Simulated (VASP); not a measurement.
Write the native input for VASP 6.6.1 that does the following.

- Task: single point
- Functional: r2SCAN
- Potentials or basis: VASP PAW PBE potentials, release 64 (Zn, S)
- Cutoff: 520 eV
- k mesh: 6 × 6 × 2
- Occupations: gaussian, width 0.05 eV
- Spin: no spin polarisation
- Dipole correction: no
- Further INCAR settings: ALGO = Normal; EDIFF = 1e-06; NBANDS = 46

The system is ZnS.

```
Zn S
1.0
     3.80874    0.00000    0.00000
    -1.90437    3.29846    0.00000
     0.00000    0.00000   12.46647
Zn S
4 4
Direct
  0.00000 0.00000 0.99236
  0.00000 0.00000 0.50787
  0.33333 0.66667 0.24634
  0.66667 0.33333 0.75380
  0.00000 0.00000 0.21130
  0.00000 0.00000 0.66317
  0.33333 0.66667 0.43427
  0.66667 0.33333 0.94089
```

This cell differs from its parent crystal: atoms displaced along a vibrational mode.

One way to write it, as run:

POSCAR

```
ZnS
1.0
    3.8087369152      0.0000000000      0.0000000000
   -1.9043684576      3.2984629249      0.0000000000
    0.0000000000      0.0000000000     12.4664651431
Zn S
4 4
Direct
    0.0000000000      0.0000000000     -0.0076395240
    0.0000000000      0.0000000000      0.5078683088
    0.3333333333      0.6666666667      0.2463422772
    0.6666666667      0.3333333333      0.7537989576
    0.0000000000      0.0000000000      0.2113007037
    0.0000000000      0.0000000000      0.6631715835
    0.3333333333      0.6666666667      0.4342692161
    0.6666666667      0.3333333333      0.9408884771
```

INCAR.step1

```
  ALGO = Normal
  EDIFF = 1E-4
  ENCUT = 520
  GGA = PE
  ISMEAR = 0
  LASPH = T
  LCHARG = F
  LREAL = F
  LWAVE = T
  NBANDS = 46
  NELM = 100
  PREC = Accurate
  SIGMA = 0.05
```

INCAR.step2

```
  ALGO = Normal
  EDIFF = 1E-6
  ENCUT = 520
  ISIF = 2
  ISMEAR = 0
  ISTART = 1
  LASPH = T
  LCHARG = F
  LMIXTAU = T
  LREAL = F
  LWAVE = F
  METAGGA = R2SCAN
  NBANDS = 46
  NELM = 100
  PREC = Accurate
  SIGMA = 0.05
```

KPOINTS

```
k-points
0
Gamma
  6 6 2
```

Potentials or basis: VASP PAW PBE potentials, release 64 (Zn, S).

The run is started by

```console
$ cat potpaw_PBE.64/Zn/POTCAR potpaw_PBE.64/S/POTCAR > POTCAR
$ cp INCAR.step1 INCAR
$ mpirun -np 1 vasp_std > vasp.out
$ cp INCAR.step2 INCAR
$ mpirun -np 1 vasp_std > vasp.out
```

It gave:

```
Pressure               : 3.2 GPa
Largest force          : 7.640 eV/Å
Band gap on the k mesh : 1.41 eV
```

Caveat: the cell differs from its parent crystal (atoms displaced along a vibrational mode); the cell stands under pressure; the PAW data sets were made with another functional, which shifts forces and pressure a little.

Wall time 4.4 min on 1 thread of Intel(R) Xeon(R) 6975P-C (Granite Rapids), on a shared host, peak memory 0.32 GiB.
